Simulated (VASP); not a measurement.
# SiO2 (Fm-3m) in VASP: further runs

SiO2 is run at these levels: HSE06; tasks: single point.

Program: VASP 6.6.1. These are calculated values, not measurements. Logs are shortened: lines on timing, memory, paths and dates and some standing lists are left out, and cuts for length are marked.

### Step 1. The cell of the first run

Symmetry: Fm-3m, No. 225, cubic system. The conventional cell has a = 4.528 Å, b = 4.528 Å, c = 4.528 Å, α = 90.00°, β = 90.00°, γ = 90.00°. Si (site symmetry m-3m) has 8 O at 1.96 Å within 2.6 Å. O (site symmetry -43m) has 4 Si at 1.96 Å and 6 O at 2.26 Å within 2.6 Å.

### Step 2. Single point, HSE06

File POSCAR:

```
SiO2
1.0
    0.0000000000      2.2641691178      2.2641691178
    2.2641691178      0.0000000000      2.2641691178
    2.2641691178      2.2641691178      0.0000000000
Si O
1 2
Direct
    0.0000000000      0.0000000000      0.0000000000
    0.2500000000      0.2500000000      0.2500000000
    0.7500000000      0.7500000000      0.7500000000
```

File INCAR.step1:

```
SYSTEM = SiO2
PREC = Accurate ; ENCUT = 520
EDIFF = 1E-5 ; ISMEAR = 0
SIGMA = 0.01 ; LREAL = .False.
LASPH = .True. ; NELM = 60
ALGO = Normal ; ISIF = 2
LWAVE = .True. ; LCHARG = .False.
GGA = PE ; NBANDS = 15
```

File INCAR.step2:

```
SYSTEM = SiO2
PREC = Accurate ; ENCUT = 520
EDIFF = 1E-6 ; ISMEAR = 0
SIGMA = 0.01 ; LREAL = .False.
LASPH = .True. ; NELM = 60
ALGO = Normal ; ISIF = 2
LWAVE = .False. ; LCHARG = .False.
GGA = PE ; LHFCALC = .True.
HFSCREEN = 0.2079 ; PRECFOCK = Normal
ISTART = 1 ; NBANDS = 15
```

File KPOINTS:

```
regular mesh
0
Gamma
  6 6 6
  0 0 0
```

Potentials or basis: VASP PAW PBE potentials, release 64 (Si, O).

Launch:

```sh
$ cat potpaw_PBE.64/Si/POTCAR potpaw_PBE.64/O/POTCAR > POTCAR
$ cp INCAR.step1 INCAR
$ mpirun -np 1 vasp_std > vasp.out
$ cp INCAR.step2 INCAR
$ mpirun -np 1 vasp_std > vasp.out
```

OUTCAR:

```text
SYSTEM = SiO2
   PREC = Accurate
   ENCUT = 520
   EDIFF = 1E-6
   ISMEAR = 0
   LREAL = .False.
   LASPH = .True.
   NELM = 60
   ISIF = 2
   GGA = PE
   LHFCALC = .True.
   HFSCREEN = 0.2079
   PRECFOCK = Normal
   ISTART = 1

 ion  position               nearest neighbor table
   1  0.000  0.000  0.000-   3 1.96   3 1.96   3 1.96   2 1.96   3 1.96   2 1.96   2 1.96   2 1.96

   2  0.250  0.250  0.250-   1 1.96   1 1.96   1 1.96   1 1.96
   3  0.750  0.750  0.750-   1 1.96   1 1.96   1 1.96   1 1.96

  LATTYP: Found a face centered cubic cell.
 ALAT       =     4.5283382356

  Lattice vectors:

 A1 = (   0.0000000000,   2.2641691178,   2.2641691178)
 A2 = (   2.2641691178,   0.0000000000,   2.2641691178)
 A3 = (   2.2641691178,   2.2641691178,   0.0000000000)

Analysis of symmetry for initial positions (statically):
=====================================================================
 Subroutine PRICEL returns:
 Original cell was already a primitive cell.

 Routine SETGRP: Setting up the symmetry group for a
 face centered cubic supercell.

 Subroutine GETGRP returns: Found 48 space group operations
 (whereof 48 operations were pure point group operations)
 out of a pool of 48 trial point group operations.

The static configuration has the point symmetry O_h .

Analysis of symmetry for dynamics (positions and initial velocities):
=====================================================================
 Subroutine PRICEL returns:
 Original cell was already a primitive cell.

 Routine SETGRP: Setting up the symmetry group for a
 face centered cubic supercell.

 Subroutine GETGRP returns: Found 48 space group operations
 (whereof 48 operations were pure point group operations)
 out of a pool of 48 trial point group operations.

The dynamic configuration has the point symmetry O_h .

 Subroutine INISYM returns: Found 48 space group operations
 (whereof 48 operations are pure point group operations),
 and found     1 'primitive' translations

----------------------------------------------------------------------------------------

                                     Primitive cell

  volume of cell :      23.2144

  direct lattice vectors                    reciprocal lattice vectors
[... 95 lines left out ...]
   ISMEAR =     0;   SIGMA  =   0.01  broadening in eV -4-tet -1-fermi 0-gaus
   EFERMI_NEDOS =   21; number of points for ismear=-14 and -15
   IALGO  =     38    algorithm
   IMIX   =      1    mixing-type and parameters
     AMIX     =   0.40;   BMIX     =  1.00
     AMIX_MAG =   1.60;   BMIX_MAG =  1.00
  volume/ion in A,a.u.               =       7.74        52.22
  Fermi-wavevector in a.u.,A,eV,Ry     =   1.446092  2.732718 28.452265  2.091182
  Thomas-Fermi vector in A             =   2.564200
   LORBIT       =      0    0 simple, 1 ext, 2 COOP (PROOUT), +10 PAW based schemes
   GGA     = PE    functional components
   LHFCALC =     T    Hartree Fock is set to
   PRECFOCK=normal    Normal, Fast or Accurate (Low or Medium for compatibility)
   ENCUT4O =  -1.0   cutoff for four orbital integrals eV
   NKREDX  =     1    reduce k-point grid by
   NKREDY  =     1    reduce k-point grid by
   NKREDZ  =     1    reduce k-point grid by
   AEXX    =    0.2500 exact exchange contribution
   HFSCREEN=    0.2079 screening length (either q_TF or 0.3 A-1)
   HFSCREENC=   0.2079 screening length for correlation (either q_TF or 0.3 A-1)
   ENCUTFOCK=  -1.0 apply spherical cutoff to Coloumb kernel
   IVDW    =     0    specifies the selected vdW correction
   LEPSILON=     F    determine dielectric tensor
   LRPA    =     F    only Hartree local field effects (RPA)
 non-spin polarized calculation
 Gauss-broadening in eV      SIGMA  =   0.01
  energy-cutoff  :      520.00
  volume of cell :       23.21
 maximum number of plane-waves:       636
  NGX = 18; NGY = 18; NGZ = 18

 number of electron      16.0000014 magnetization

 Free energy of the ion-electron system (eV)
  ---------------------------------------------------
  ext. energy  EPLUGINS =         0.00000000
  ---------------------------------------------------
  free energy    TOTEN  =       -25.01855766 eV

  energy without entropy =      -25.01855766  energy(sigma->0) =      -25.01855766

 E-fermi :   8.7121     XC(G=0): -10.1498

 val. band max:        8.5962005611   @ k =   0.5000   0.5000   0.0000
 cond. band min:      12.1615226785   @ k =   0.5000   0.5000   0.0000
 fundamental gap:      3.5653221174
 Fermi energy:         8.7121049785

 k-point     1 :       0.0000    0.0000    0.0000
  band No.  band energies     occupation
      1     -16.3130      2.00000
      2      -9.0828      2.00000
      3       2.3406      2.00000
      4       2.3406      2.00000
      5       2.3406      2.00000
      6       6.1449      2.00000
      7       6.1449      2.00000
      8       6.1449      2.00000
      9      12.3534      0.00000
     10      16.2360      0.00000
     11      16.2360      0.00000
     12      16.2360      0.00000
     13      22.8836      0.00000
     14      22.8836      0.00000
[... 257 lines left out ...]
      2     -11.8133      2.00000
      3      -3.2135      2.00000
      4      -0.9850      2.00000
      5       1.5469      2.00000
      6       5.2294      2.00000
      7       7.7070      2.00000
      8       8.3757      2.00000
      9      14.0967      0.00000
     10      19.6655      0.00000
     11      20.2303      0.00000
     12      22.5241      0.00000
     13      23.7460      0.00000
     14      27.1327      0.00000
     15      29.4335      0.00000

------------------------ aborting loop because EDIFF is reached ----------------------------------------

  FORCE on cell =-STRESS in cart. coord.  units (eV):
  Direction    XX          YY          ZZ          XY          YZ          ZX
  --------------------------------------------------------------------------------------
  -------------------------------------------------------------------------------------
  Total       -0.5601927     -0.5601927     -0.5601927     -0.0000000      0.0000000      0.0000000
  in kB      -38.6626362    -38.6626362    -38.6626362     -0.0000000      0.0000000      0.0000000
  external PRESSURE =     -38.6626362 kB  Pullay stress =       0.0000000 kB

 VOLUME and BASIS-vectors are now :
 -----------------------------------------------------------------------------
  energy-cutoff  :      520.00
  volume of cell :       23.21
      direct lattice vectors                 reciprocal lattice vectors
     0.000000000  2.264169118  2.264169118    -0.220831561  0.220831561  0.220831561
     2.264169118  0.000000000  2.264169118     0.220831561 -0.220831561  0.220831561
     2.264169118  2.264169118  0.000000000     0.220831561  0.220831561 -0.220831561

 POSITION                                       TOTAL-FORCE (eV/Angst)
 -----------------------------------------------------------------------------------
      0.00000      0.00000      0.00000        -0.000000      0.000000     -0.000000
      1.13208      1.13208      1.13208         0.000000     -0.000000      0.000000
      3.39625      3.39625      3.39625         0.000000      0.000000     -0.000000
 -----------------------------------------------------------------------------------
    total drift:                               -0.000000     -0.000000     -0.000000

  FREE ENERGIE OF THE ION-ELECTRON SYSTEM (eV)
  ---------------------------------------------------
  free  energy   TOTEN  =       -25.0185576551 eV

  energy  without entropy=      -25.0185576551  energy(sigma->0) =      -25.01855766
```

OSZICAR.step1:

```text
N       E                     dE             d eps       ncg     rms          rms(c)
DAV:   1     0.527178930045E+02    0.52718E+02   -0.86776E+03   504   0.100E+03
DAV:   2    -0.205036460133E+02   -0.73222E+02   -0.65007E+02   649   0.221E+02
DAV:   3    -0.226238610168E+02   -0.21202E+01   -0.21120E+01   578   0.359E+01
DAV:   4    -0.226314170085E+02   -0.75560E-02   -0.75557E-02   627   0.256E+00
DAV:   5    -0.226314559003E+02   -0.38892E-04   -0.38892E-04   564   0.175E-01    0.110E+01
DAV:   6    -0.198986245359E+02    0.27328E+01   -0.52859E+00   494   0.214E+01    0.408E+00
DAV:   7    -0.199010688703E+02   -0.24443E-02   -0.26417E-01   571   0.422E+00    0.174E+00
DAV:   8    -0.198991879993E+02    0.18809E-02   -0.14024E-02   515   0.128E+00    0.517E-01
DAV:   9    -0.199008799749E+02   -0.16920E-02   -0.27059E-03   522   0.516E-01    0.171E-01
DAV:  10    -0.199011430183E+02   -0.26304E-03   -0.57290E-04   501   0.182E-01    0.321E-02
DAV:  11    -0.199011290642E+02    0.13954E-04   -0.34438E-05   585   0.519E-02    0.718E-03
DAV:  12    -0.199011327744E+02   -0.37103E-05   -0.48903E-06   382   0.174E-02
   1 F= -.19901133E+02 E0= -.19901133E+02  d E =-.242330E-46
```

Run time: 32 min. Hardware: 1 thread of Intel Xeon 8259CL, shared host; peak memory 0.24 GiB.

Results:

* Free energy: -25.0186 eV
* Pressure: -3.9 GPa
* Band gap on the k mesh: 3.57 eV

Caveat: the cell stands under tension; the structure was generated, so it needn't be the stable form of SiO2; the PAW data sets were made with another functional, which shifts forces and pressure a little. A k mesh can miss the band edges.

### Step 3. Single point, HSE06 (strain +2.0%)

File POSCAR:

```
SiO2
1.0
    0.0000000000      2.3094525001      2.3094525001
    2.3094525001      0.0000000000      2.3094525001
    2.3094525001      2.3094525001      0.0000000000
Si O
1 2
Direct
    0.0000000000      0.0000000000      0.0000000000
    0.2500000000      0.2500000000      0.2500000000
    0.7500000000      0.7500000000      0.7500000000
```

File INCAR.step1:

```
PREC = Accurate
ENCUT = 520
EDIFF = 1E-5
ISMEAR = 0
SIGMA = 0.01
LREAL = False
LASPH = True
NELM = 80
ALGO = Normal
ISIF = 2
LWAVE = True
GGA = PE
NBANDS = 15
```

File INCAR.step2:

```
PREC = Accurate
ENCUT = 520
EDIFF = 1E-6
ISMEAR = 0
SIGMA = 0.01
LREAL = False
LASPH = True
NELM = 80
ALGO = Normal
ISIF = 2
LWAVE = False
LCHARG = True
GGA = PE
LHFCALC = True
HFSCREEN = 0.2079
PRECFOCK = Normal
LELF = True
LVHAR = True
ISTART = 1
NBANDS = 15
```

File KPOINTS:

```
Automatic mesh
0
Gamma
  6 6 6
```

Potentials or basis: VASP PAW PBE potentials, release 64 (Si, O).

Launch:

```sh
$ cat potpaw_PBE.64/Si/POTCAR potpaw_PBE.64/O/POTCAR > POTCAR
$ cp INCAR.step1 INCAR
$ mpirun -np 1 vasp_std > vasp.out
$ cp INCAR.step2 INCAR
$ mpirun -np 1 vasp_std > vasp.out
```

Wall time 30 min (1 thread of Intel Xeon 8259CL, shared host); peak memory 0.25 GiB.

Results (log left out):

| Property | Result |
| --- | --- |
| Free energy | -24.9125 eV |
| Pressure | -19.8 GPa |
| Band gap on the k mesh | 2.87 eV (least direct gap 3.45 eV) |

Levels at points of the mesh, in eV from the valence-band top:
```
           k point  band 6  band 7  band 8  band 9  band 10  band 11
(0.00, 0.00, 0.00)   -2.30   -2.30   -2.30    2.87     7.47     7.47
(0.50, 0.00, 0.00)   -5.20   -4.46   -4.46    7.21    11.30    11.59
(0.50, 0.50, 0.00)   -0.99   -0.99    0.00    3.45     9.38    12.85
```

Caveat: the cell differs from its parent crystal (strain +2.0%); the cell stands under tension; the structure was generated, so it needn't be the stable form of SiO2; the PAW data sets were made with another functional, which shifts forces and pressure a little. A k mesh can miss the band edges.
